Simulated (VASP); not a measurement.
# Pd (P6_3/mmc) in VASP: a series of runs

The runs below take Pd through single point, with PBE.

All numbers are computed with VASP 6.6.1; they aren't measurements. Logs are shortened: lines on timing, memory, paths and dates and some standing lists are left out, and cuts for length are marked.

**1. The cell of the first run**

The structure is hexagonal, space group P6_3/mmc (No. 194). Conventional cell: a = 2.551 Å, b = 2.551 Å, c = 4.251 Å, α = 90.00°, β = 90.00°, γ = 120.00°. Within 3.4 Å of Pd (site symmetry -6m2) lie 12 Pd at 2.55 to 2.59 Å.

This isn't the form of Pd at room conditions, which is fcc.

**2. Single point, PBE**

The input, INCAR:

```
SYSTEM = Pd
PREC = Accurate ; ENCUT = 520
EDIFF = 1E-6 ; ISMEAR = -1
SIGMA = 0.05 ; LREAL = .False.
LASPH = .True. ; NELM = 100
ALGO = Normal ; ISIF = 2
LWAVE = .False. ; LCHARG = .True.
GGA = PE ; LELF = .True.
LVHAR = .True. ; NBANDS = 17
```

The input, KPOINTS:

```
Automatic mesh
0
Gamma
  17 17 9
  0 0 0
```

The input, POSCAR:

```
Pd
1.0
    2.5511708251      0.0000000000      0.0000000000
   -1.2755854125      2.2093787439      0.0000000000
    0.0000000000      0.0000000000      4.2514932863
Pd
2
Direct
    0.3333333333      0.6666666667      0.2500000000
    0.6666666667      0.3333333333      0.7500000000
```

Potentials or basis: VASP PAW PBE potentials, release 64 (Pd).

Launch:

```bash
cat potpaw_PBE.64/Pd/POTCAR > POTCAR
mpirun -np 1 vasp_std > vasp.out
```

OUTCAR:

```text
SYSTEM = Pd
   PREC = Accurate
   ENCUT = 520
   EDIFF = 1E-6
   ISMEAR = -1
   LREAL = .False.
   LASPH = .True.
   NELM = 100
   ISIF = 2
   GGA = PE

 ion  position               nearest neighbor table
   1  0.333  0.667  0.250-   2 2.59   2 2.59   2 2.59   2 2.59   2 2.59   2 2.59
   2  0.667  0.333  0.750-   1 2.59   1 2.59   1 2.59   1 2.59   1 2.59   1 2.59

  LATTYP: Found a hexagonal cell.
 ALAT       =     2.5511708251
 C/A-ratio  =     1.6664871064

  Lattice vectors:

 A1 = (   2.5511708251,   0.0000000000,   0.0000000000)
 A2 = (  -1.2755854125,   2.2093787439,   0.0000000000)
 A3 = (   0.0000000000,   0.0000000000,   4.2514932863)

Analysis of symmetry for initial positions (statically):
=====================================================================
 Subroutine PRICEL returns:
 Original cell was already a primitive cell.

 Routine SETGRP: Setting up the symmetry group for a
 hexagonal supercell.

 Subroutine GETGRP returns: Found 24 space group operations
 (whereof 12 operations were pure point group operations)
 out of a pool of 24 trial point group operations.

The static configuration has the point symmetry D_3d.
 The point group associated with its full space group is D_6h.

Analysis of symmetry for dynamics (positions and initial velocities):
=====================================================================
 Subroutine PRICEL returns:
 Original cell was already a primitive cell.

 Routine SETGRP: Setting up the symmetry group for a
 hexagonal supercell.

 Subroutine GETGRP returns: Found 24 space group operations
 (whereof 12 operations were pure point group operations)
 out of a pool of 24 trial point group operations.

The dynamic configuration has the point symmetry D_3d.
 The point group associated with its full space group is D_6h.

 Subroutine INISYM returns: Found 24 space group operations
 (whereof 12 operations are pure point group operations),
 and found     1 'primitive' translations

----------------------------------------------------------------------------------------

                                     Primitive cell

  volume of cell :      23.9636

  direct lattice vectors                    reciprocal lattice vectors
     2.551170825  0.000000000  0.000000000     0.391976888  0.226307962  0.000000000
    -1.275585412  2.209378744  0.000000000     0.000000000  0.452615923  0.000000000
     0.000000000  0.000000000  4.251493286     0.000000000  0.000000000  0.235211473

  length of vectors
     2.551170825  2.551170825  4.251493286     0.452615923  0.452615923  0.235211473

  position of ions in fractional coordinates (direct lattice)
     0.333333333  0.666666667  0.250000000
     0.666666667  0.333333333  0.750000000

  ion indices of the primitive-cell ions
   primitive index   ion index
                 1           1
                 2           2

----------------------------------------------------------------------------------------

 KPOINTS: Automatic mesh

Automatic generation of k-mesh.
 Grid dimensions read from file:
 generate k-points for:   17   17    9

 Generating k-lattice:

  Cartesian coordinates                     Fractional coordinates (reciprocal lattice)
     0.023057464  0.013312233  0.000000000     0.058823529  0.000000000  0.000000000
     0.000000000  0.026624466  0.000000000     0.000000000  0.058823529  0.000000000
     0.000000000  0.000000000  0.026134608     0.000000000  0.000000000  0.111111111

  Length of vectors
     0.026624466  0.026624466  0.026134608

  Shift w.r.t. Gamma in fractional coordinates (k-lattice)
     0.000000000  0.000000000  0.000000000

 Subroutine IBZKPT returns following result:
 ===========================================

 Found    165 irreducible k-points:

 Following reciprocal coordinates:
            Coordinates               Weight
  0.000000  0.000000  0.000000      1.000000
  0.058824  0.000000  0.000000      6.000000
  0.117647 -0.000000  0.000000      6.000000
  0.176471  0.000000  0.000000      6.000000
  0.235294 -0.000000  0.000000      6.000000
  0.294118  0.000000  0.000000      6.000000
[... 16 lines left out ...]
  0.411765  0.117647  0.000000     12.000000
  0.176471  0.176471  0.000000      6.000000
 [... further k-points ...]
   k-points           NKPTS =    165   k-points in BZ     NKDIM =    165   number of bands    NBANDS=     17
   number of dos      NEDOS =    301   number of ions     NIONS =      2
   total plane-waves  NPLWV =  12800
   dimension x,y,z NGX =    20 NGY =   20 NGZ =   32
   dimension x,y,z NGXF=    40 NGYF=   40 NGZF=   64
   ions per type =               2
   NGX,Y,Z   is equivalent  to a cutoff of  13.03, 13.03, 12.51 a.u.
   NGXF,Y,Z  is equivalent  to a cutoff of  26.07, 26.07, 25.03 a.u.
 SYSTEM =  Pd
   PREC   = accura    normal or accurate (medium, high low for compatibility)
   ISTART =      0    job   : 0-new  1-cont  2-samecut
   ICHARG =      2    charge: 1-file 2-atom 10-const
   ISPIN  =      1    spin polarized calculation?
   LNONCOLLINEAR =      F non collinear calculations
   LSORBIT =      F    spin-orbit coupling
   LASPH  =      T    aspherical Exc in radial PAW
   ENCUT  =  520.0 eV  38.22 Ry    6.18 a.u.   4.74  4.74  7.90*2*pi/ulx,y,z
   NELM   =    100;   NELMIN=  2; NELMDL= -5     # of ELM steps
   EDIFF  = 0.1E-05   stopping-criterion for ELM
   LREAL  =      F    real-space projection
   EDIFFG = 0.1E-04   stopping-criterion for IOM
   NSW    =      0    number of steps for IOM
   IBRION =     -1    ionic relax: 0-MD 1-quasi-New 2-CG
   NFREE  =      0    steps in history (QN), initial steepest desc. (CG)
   ISIF   =      2    stress and relaxation
   ISYM   =      2    0-nonsym 1-usesym 2-fastsym
   POTIM  = 0.5000    time-step for ionic-motion
   TEBEG  =    0.0;   TEEND  =   0.0 temperature during run
   PSTRESS=    0.0 pullay stress
   NELECT =      20.0000    total number of electrons
   NUPDOWN=      -1.0000    fix difference up-down
   EMIN   =  10.00;   EMAX   =-10.00  energy-range for DOS
   EFERMI =   0.00;   METHOD = LEGACY
   ISMEAR =    -1;   SIGMA  =   0.05  broadening in eV -4-tet -1-fermi 0-gaus
   EFERMI_NEDOS =   21; number of points for ismear=-14 and -15
   IALGO  =     38    algorithm
   IMIX   =      4    mixing-type and parameters
     AMIX     =   0.40;   BMIX     =  1.00
     AMIX_MAG =   1.60;   BMIX_MAG =  1.00
  volume/ion in A,a.u.               =      11.98        80.86
  Fermi-wavevector in a.u.,A,eV,Ry     =   1.541349  2.912728 32.324149  2.375758
  Thomas-Fermi vector in A             =   2.647308
   LORBIT       =      0    0 simple, 1 ext, 2 COOP (PROOUT), +10 PAW based schemes
   GGA     = PE    functional components
   LHFCALC =     F    Hartree Fock is set to
   AEXX    =    0.0000 exact exchange contribution
   IVDW    =     0    specifies the selected vdW correction
   LEPSILON=     F    determine dielectric tensor
   LRPA    =     F    only Hartree local field effects (RPA)
 non-spin polarized calculation
  energy-cutoff  :      520.00
  volume of cell :       23.96
 maximum number of plane-waves:       658
 NGX is ok and might be reduce to    20
   NGX =  9   NGY =  9   NGZ = 15

 number of electron      19.9999993 magnetization

 Free energy of the ion-electron system (eV)
  ---------------------------------------------------
  ext. energy  EPLUGINS =         0.00000000
  ---------------------------------------------------
  free energy    TOTEN  =        -9.06155337 eV

  energy without entropy =       -9.02999036  energy(sigma->0) =       -9.04577186

 E-fermi :  13.7630     XC(G=0): -14.5227

 val. band max:       13.7624428806   @ k =   0.2941   0.2941   0.3333
 cond. band min:      13.7656658208   @ k =   0.4118   0.1176   0.0000
 fundamental gap:      0.0032229402
 Fermi energy:        13.7629949084

 k-point     1 :       0.0000    0.0000    0.0000
  band No.  band energies     occupation
      1       4.8711      2.00000
      2       6.5870      2.00000
      3       9.6233      2.00000
      4       9.9035      2.00000
      5       9.9035      2.00000
      6      10.4129      2.00000
[... 9 lines left out ...]
     16      33.8142      0.00000
     17      38.9334      0.00000

 k-point     2 :       0.0588    0.0000    0.0000
  band No.  band energies     occupation
      1       5.0093      2.00000
      2       6.6928      2.00000
      3       9.5147      2.00000
      4       9.9898      2.00000
      5      10.0085      2.00000
      6      10.3557      2.00000
[... 9 lines left out ...]
     16      33.9693      0.00000
     17      37.9952      0.00000

 k-point     3 :       0.1176   -0.0000    0.0000
  band No.  band energies     occupation
      1       5.4059      2.00000
      2       6.9773      2.00000
      3       9.2742      2.00000
      4      10.0968      2.00000
      5      10.3171      2.00000
      6      10.3250      2.00000
[... 9 lines left out ...]
     16      34.1550      0.00000
     17      36.1241      0.00000

 k-point     4 :       0.1765    0.0000    0.0000
  band No.  band energies     occupation
      1       5.9974      2.00000
      2       7.3134      2.00000
      3       9.0536      2.00000
      4       9.8963      2.00000
      5       9.9346      2.00000
      6      10.6992      2.00000
[... 9 lines left out ...]
     16      34.1331      0.00000
     17      34.7298      0.00000
[... 343 lines left out ...]
      1       7.0636      2.00000
      2       7.4226      2.00000
      3       7.6789      2.00000
      4       9.7304      2.00000
      5      10.1992      2.00000
      6      10.3439      2.00000
[... 9 lines left out ...]
     16      29.8106      0.00000
     17      31.0766      0.00000

 k-point    23 :       0.4118    0.1176    0.0000
  band No.  band energies     occupation
      1       6.9407      2.00000
      2       7.2481      2.00000
      3       7.6384      2.00000
      4       9.7477      2.00000
      5      10.1634      2.00000
      6      10.5736      2.00000
[... 9 lines left out ...]
     16      29.2057      0.00000
     17      29.6358      0.00000

 k-point    24 :       0.1765    0.1765    0.0000
  band No.  band energies     occupation
      1       7.6215      2.00000
      2       8.0494      2.00000
      3       8.3480      2.00000
      4       8.3734      2.00000
      5       9.8043      2.00000
      6      10.0129      2.00000
[... 9 lines left out ...]
     16      31.8179      0.00000
     17      34.4228      0.00000

 [... further k-points ...]

------------------------ aborting loop because EDIFF is reached ----------------------------------------

  FORCE on cell =-STRESS in cart. coord.  units (eV):
  Direction    XX          YY          ZZ          XY          YZ          ZX
  --------------------------------------------------------------------------------------
  -------------------------------------------------------------------------------------
  Total       12.1738202     12.1738202     12.1682701      0.0000000      0.0000000      0.0000000
  in kB      813.9285051    813.9285051    813.5574258      0.0000000      0.0000000      0.0000000
  external PRESSURE =     813.8048120 kB  Pullay stress =       0.0000000 kB

 VOLUME and BASIS-vectors are now :
 -----------------------------------------------------------------------------
  energy-cutoff  :      520.00
  volume of cell :       23.96
      direct lattice vectors                 reciprocal lattice vectors
     2.551170825  0.000000000  0.000000000     0.391976888  0.226307962  0.000000000
    -1.275585412  2.209378744  0.000000000     0.000000000  0.452615923  0.000000000
     0.000000000  0.000000000  4.251493286     0.000000000  0.000000000  0.235211473

 POSITION                                       TOTAL-FORCE (eV/Angst)
 -----------------------------------------------------------------------------------
     -0.00000      1.47292      1.06287         0.000000      0.000000      0.000000
      1.27559      0.73646      3.18862        -0.000000      0.000000      0.000000
 -----------------------------------------------------------------------------------
    total drift:                               -0.000000      0.000000     -0.000000

  FREE ENERGIE OF THE ION-ELECTRON SYSTEM (eV)
  ---------------------------------------------------
  free  energy   TOTEN  =        -9.0615533656 eV

  energy  without entropy=       -9.0299903584  energy(sigma->0) =       -9.04577186
```

Wall time 51 s (1 thread of Intel Xeon 8259CL, shared host); peak memory 0.18 GiB.

Results:

```yaml
Free_energy: -9.0616 eV
Pressure: 81.4 GPa
Band_gap_on_the_k_mesh: zero (bands 10 and 11 overlap by 1.16 eV)
```

Caveat: the cell stands under pressure.

**3. Single point, PBE**

The input, INCAR:

```
  PREC = Accurate
  ENCUT = 520
  EDIFF = 1E-6
  ISMEAR = -1
  SIGMA = 0.05
  LREAL = False
  LASPH = True
  NELM = 60
  ALGO = Normal
  ISIF = 2
  LWAVE = False
  LCHARG = False
  GGA = PE
  NBANDS = 17
```

The input, KPOINTS:

```
Automatic mesh
0
Gamma
  17 17 9
```

The input, POSCAR:

```
Pd
1.0
    2.5511708251      0.0000000000      0.0000000000
   -1.2755854126      2.2093787439      0.0000000000
    0.0000000000      0.0000000000      4.2514932863
Pd
2
Direct
    0.3333333333      0.6666666667      0.2500000000
    0.6666666667      0.3333333333      0.7500000000
```

Potentials or basis: VASP PAW PBE potentials, release 64 (Pd).

Launch:

```bash
cat potpaw_PBE.64/Pd/POTCAR > POTCAR
mpirun -np 1 vasp_std > vasp.out
```

Run time: 51 s. Hardware: 1 thread of Intel Xeon 8259CL, shared host; peak memory 0.18 GiB.

It converged, with:

| Property | Result |
| --- | --- |
| Free energy | -9.0616 eV |
| Pressure | 81.4 GPa |
| Band gap on the k mesh | zero (bands 10 and 11 overlap by 1.16 eV) |

Levels at points of the mesh, in eV from the Fermi level:
| k point | band 6 | band 7 | band 8 | band 9 | band 10 | band 11 | band 12 | band 13 | band 14 | band 15 |
| --- | --- | --- | --- | --- | --- | --- | --- | --- | --- | --- |
| (0.00, 0.00, 0.00) | -3.35 | -3.35 | -2.36 | -2.36 | -0.35 | -0.35 | 0.33 | 8.84 | 17.14 | 18.98 |

Caveat: the cell stands under pressure.
